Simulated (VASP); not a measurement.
# MgO (P6_3mc) in VASP: notebook, part 2 of 2

VASP 6.6.1. Earlier steps stand in the parts before.

## 4. Single point, r2SCAN

This run uses another cell than the first one, of 12.63 Å³/atom, 1.059 times its volume.

File POSCAR:

```
MgO
1.0
    3.3832347165      0.0000000000      0.0000000000
   -1.6916168468      2.9299676489      0.0000000000
    0.0000000000      0.0000000000      5.0965371623
Mg O
2 2
Direct
    0.3333333333      0.6666666667      0.0021600000
    0.6666666667      0.3333333333      0.5021600000
    0.3333333333      0.6666666667      0.4024400000
    0.6666666667      0.3333333333      0.9024400000
```

File INCAR.step1:

```
SYSTEM = MgO
ALGO = Normal
EDIFF = 1E-4
ENCUT = 520
GGA = PE
ISMEAR = 0
LASPH = .TRUE.
LCHARG = .FALSE.
LREAL = .FALSE.
LWAVE = .TRUE.
NBANDS = 16
NELM = 80
PREC = Accurate
SIGMA = 0.01
```

File INCAR.step2:

```
SYSTEM = MgO
ALGO = Normal
EDIFF = 1E-7
ENCUT = 520
ISIF = 2
ISMEAR = 0
ISTART = 1
LASPH = .TRUE.
LCHARG = .FALSE.
LMIXTAU = .TRUE.
LREAL = .FALSE.
LWAVE = .FALSE.
METAGGA = R2SCAN
NBANDS = 16
NELM = 80
PREC = Accurate
SIGMA = 0.01
```

File KPOINTS:

```
k-points
0
G
  7 7 4
  0 0 0
```

Potentials or basis: VASP PAW PBE potentials, release 64 (Mg, O).

On the command line:

```sh
> cat potpaw_PBE.64/Mg/POTCAR potpaw_PBE.64/O/POTCAR > POTCAR
> cp INCAR.step1 INCAR
> mpirun -np 1 vasp_std > vasp.out
> cp INCAR.step2 INCAR
> mpirun -np 1 vasp_std > vasp.out
```

OUTCAR:

```text
SYSTEM = MgO
   EDIFF = 1E-7
   ENCUT = 520
   ISIF = 2
   ISMEAR = 0
   ISTART = 1
   LASPH = .TRUE.
   LREAL = .FALSE.
   METAGGA = R2SCAN
   NELM = 80
   PREC = Accurate

 ion  position               nearest neighbor table
   1  0.333  0.667  0.002-   4 2.02   4 2.02   4 2.02   3 2.04   2 3.21   2 3.21   2 3.21   2 3.21
                             2 3.21   2 3.21
   2  0.667  0.333  0.502-   3 2.02   3 2.02   3 2.02   4 2.04   1 3.21   1 3.21   1 3.21   1 3.21
                             1 3.21   1 3.21
   3  0.333  0.667  0.402-   2 2.02   2 2.02   2 2.02   1 2.04
   4  0.667  0.333  0.902-   1 2.02   1 2.02   1 2.02   2 2.04

  LATTYP: Found a hexagonal cell.
 ALAT       =     3.3832347165
 C/A-ratio  =     1.5064095723

  Lattice vectors:

 A1 = (   3.3832347165,   0.0000000000,   0.0000000000)
 A2 = (  -1.6916168468,   2.9299676489,   0.0000000000)
 A3 = (   0.0000000000,   0.0000000000,   5.0965371623)

Analysis of symmetry for initial positions (statically):
=====================================================================
 Subroutine PRICEL returns:
 Original cell was already a primitive cell.

 Routine SETGRP: Setting up the symmetry group for a
 hexagonal supercell.

 Subroutine GETGRP returns: Found 12 space group operations
 (whereof  6 operations were pure point group operations)
 out of a pool of 24 trial point group operations.

The static configuration has the point symmetry C_3v.
 The point group associated with its full space group is C_6v.

Analysis of symmetry for dynamics (positions and initial velocities):
=====================================================================
 Subroutine PRICEL returns:
 Original cell was already a primitive cell.

 Routine SETGRP: Setting up the symmetry group for a
 hexagonal supercell.
[... 126 lines left out ...]
   IALGO  =     38    algorithm
   IMIX   =      4    mixing-type and parameters
     AMIX     =   0.40;   BMIX     =  1.00
     AMIX_MAG =   1.60;   BMIX_MAG =  1.00
  volume/ion in A,a.u.               =      12.63        85.23
  Fermi-wavevector in a.u.,A,eV,Ry     =   1.115899  2.108743 16.942382  1.245230
  Thomas-Fermi vector in A             =   2.252508
   LORBIT       =      0    0 simple, 1 ext, 2 COOP (PROOUT), +10 PAW based schemes
   METAGGA = R2SCAN    functional components
   LHFCALC =     F    Hartree Fock is set to
   AEXX    =    0.0000 exact exchange contribution
   IVDW    =     0    specifies the selected vdW correction
   LEPSILON=     F    determine dielectric tensor
   LRPA    =     F    only Hartree local field effects (RPA)
 non-spin polarized calculation
 Gauss-broadening in eV      SIGMA  =   0.01
  energy-cutoff  :      520.00
  volume of cell :       50.52
 maximum number of plane-waves:      1381
 NGX is ok and might be reduce to    28
   NGX = 13   NGY = 13   NGZ = 19

 number of electron      16.0000005 magnetization

 Free energy of the ion-electron system (eV)
  ---------------------------------------------------
  ext. energy  EPLUGINS =         0.00000000
  ---------------------------------------------------
  free energy    TOTEN  =       -31.75216929 eV

  energy without entropy =      -31.75216929  energy(sigma->0) =      -31.75216929

 E-fermi :   0.4604     XC(G=0):  -9.8912

 val. band max:        0.3888265782   @ k =   0.0000   0.0000   0.0000
 cond. band min:       4.1399958849   @ k =   0.0000   0.0000   0.0000
 fundamental gap:      3.7511693067
 Fermi energy:         0.4604441886

 k-point     1 :       0.0000    0.0000    0.0000
  band No.  band energies     occupation
      1     -16.6151      2.00000
      2     -15.9346      2.00000
      3      -2.6881      2.00000
      4      -0.3729      2.00000
      5      -0.3729      2.00000
      6      -0.0416      2.00000
[... 433 lines left out ...]
      3      -2.2087      2.00000
      4      -2.2087      2.00000
      5      -1.4056      2.00000
      6      -1.4056      2.00000
[... 8 lines left out ...]
     15      16.6223      0.00000
     16      16.6223      0.00000

------------------------ aborting loop because EDIFF is reached ----------------------------------------

  FORCE on cell =-STRESS in cart. coord.  units (eV):
  Direction    XX          YY          ZZ          XY          YZ          ZX
  --------------------------------------------------------------------------------------
  -------------------------------------------------------------------------------------
  Total       -2.8645838     -2.8645846     -2.3677690     -0.0000005     -0.0000000      0.0000000
  in kB      -90.8451953    -90.8452224    -75.0895945     -0.0000159     -0.0000000      0.0000000
  external PRESSURE =     -85.5933374 kB  Pullay stress =       0.0000000 kB

 VOLUME and BASIS-vectors are now :
 -----------------------------------------------------------------------------
  energy-cutoff  :      520.00
  volume of cell :       50.52
      direct lattice vectors                 reciprocal lattice vectors
     3.383234717  0.000000000  0.000000000     0.295575118  0.170650297  0.000000000
    -1.691616847  2.929967649  0.000000000     0.000000000  0.341300697  0.000000000
     0.000000000  0.000000000  5.096537162     0.000000000  0.000000000  0.196211657

 POSITION                                       TOTAL-FORCE (eV/Angst)
 -----------------------------------------------------------------------------------
      0.00000      1.95331      0.01101         0.000000      0.000000      0.090207
      1.69162      0.97666      2.55928        -0.000000      0.000000      0.090207
      0.00000      1.95331      2.05105         0.000000      0.000000     -0.090207
      1.69162      0.97666      4.59932         0.000000     -0.000000     -0.090207
 -----------------------------------------------------------------------------------
    total drift:                                0.000000      0.000000     -0.009833

  FREE ENERGIE OF THE ION-ELECTRON SYSTEM (eV)
  ---------------------------------------------------
  free  energy   TOTEN  =       -31.7521692868 eV

  energy  without entropy=      -31.7521692868  energy(sigma->0) =      -31.75216929
```

It took 3.7 min on 1 thread of AMD EPYC 7R13, shared host; peak memory 0.16 GiB.

What came out:

- Free energy: -31.7522 eV
- Pressure: -8.6 GPa
- Largest force: 0.090 eV/Å
- Band gap on the k mesh: 3.75 eV, direct

Forces in eV/Å, atoms in the order of the input:
```
Mg   0.000  0.000  0.090
Mg   0.000  0.000  0.090
O    0.000  0.000 -0.090
O    0.000  0.000 -0.090
```

Caveat: the PAW data sets were made with another functional, which shifts forces and pressure a little.

## 5. Overview

| cell | gap on the mesh (eV) | pressure (GPa) | largest force (eV/Å) |
| --- | --- | --- | --- |
| a = 3.319, b = 3.319, c = 4.999 Å, angles 90.0, 90.0, 120.0°, 4 atoms | 4.07 | -2.4 | 0.04 |
| a = 3.351, b = 3.351, c = 5.048 Å, angles 90.0, 90.0, 120.0°, 4 atoms | 3.91 | -5.7 | 0.07 |
| a = 3.383, b = 3.383, c = 5.097 Å, angles 90.0, 90.0, 120.0°, 4 atoms | 3.75 | -8.6 | 0.09 |

Alike in all rows: task single point; level r2SCAN; potentials or basis VASP PAW PBE potentials, release 64 (Mg, O); no spin polarisation; k mesh 7 × 7 × 4; cutoff (eV) 520; smearing gaussian 0.01 eV.

Caveats: the PAW data sets were made with another functional, which shifts forces and pressure a little.

Absolute energies hang on the potentials; compare differences alone.
